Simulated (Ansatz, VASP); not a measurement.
**Two plane-wave programs on TiH6**

```
CELL_PARAMETERS angstrom
3.26381 0.00000 0.00000
0.00000 3.26381 0.00000
0.00000 0.00000 3.26381
ATOMIC_POSITIONS crystal
Ti 0.50000 0.50000 0.50000
H 0.64435 0.00000 0.00000
H 0.35565 0.00000 0.00000
H 0.00000 0.64435 0.00000
H 0.00000 0.35565 0.00000
H 0.00000 0.00000 0.64435
H 0.00000 0.00000 0.35565
```

Alike in both runs: functional PBE; k mesh 12 × 12 × 12; occupations gaussian, width 0.1 eV; collinear spin.

Ansatz relaxed the structure, and its values are those at the end. VASP's run is a single point on that final structure, the one shown.

```csv
,VASP,Ansatz
version,VASP 6.6.1,Ansatz 0.2.0
potentials or method,"VASP PAW PBE potentials, release 64 (Ti_sv, H), cutoff 500 eV","scalar-relativistic, plane waves, PAW"
valence electrons in the cell,18,18
```

```csv
,VASP,Ansatz,Ansatz less VASP
gap on the k mesh at the Fermi level (eV),none,none,-
pressure (GPa),-0.4,0.0,+0.37
net moment per atom (μB),0.00,0.00,0.000
```

A gap of «none» marks a metal or a gap that the smearing closes. The functional is the same, so the differences come from potentials, cutoffs and numerics. Ansatz's warnings: seeded moment not kept.
